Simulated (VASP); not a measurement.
# BaTiO3: single point with PBE

The system is BaTiO3.

```
Ba Ti O
1.0
     2.82737    1.63238    2.31839
    -2.82737    1.63238    2.31839
     0.00000   -3.26476    2.31839
Ba Ti O
1 1 3
Cartesian
  0.0000 0.0000 -0.0168
  0.0000 0.0000 3.3783
  0.0000 1.6112 2.4016
  -1.3953 -0.8056 2.4016
  1.3953 -0.8056 2.4016
```

```json
{
 "Program": "VASP 6.6.1",
 "Task": "single point",
 "Functional": "PBE",
 "Potentials or basis": "VASP PAW PBE potentials, release 64 (Ba_sv, Ti_sv, O_h)",
 "Cutoff": "1340 eV",
 "k mesh": "5 × 5 × 5",
 "Occupations": "fermi-dirac, width 0.02 eV",
 "Spin": "no spin polarisation",
 "Dipole correction": "no",
 "Further INCAR settings": "ALGO = Normal; EDIFF = 1e-06; NBANDS = 28"
}
```

| Item | Value |
| --- | --- |
| Pressure | 6.1 GPa |
| Largest force | 0.037 eV/Å |
| Band gap on the k mesh | 2.44 eV (least direct gap 2.70 eV) |

Forces in eV/Å, atoms in the order of the input:
```
Ba   0.000  0.000  0.037
Ti   0.000  0.000  0.025
O    0.000  0.005 -0.020
O   -0.005 -0.003 -0.020
O    0.005 -0.003 -0.020
```

Levels at points of the mesh, in eV from the valence-band top:
```
           k point  band 18  band 19  band 20  band 21  band 22  band 23
(0.00, 0.00, 0.00)    -0.39    -0.26    -0.26     2.44     2.44     2.58
```

Wall time 3 min on 1 thread of Intel(R) Xeon(R) 6975P-C (Granite Rapids) (shared host), peak memory 0.41 GiB.

Caveat: the cell stands under pressure; spin-orbit coupling is left out, which moves the levels of the heavy elements. A k mesh can miss the band edges.
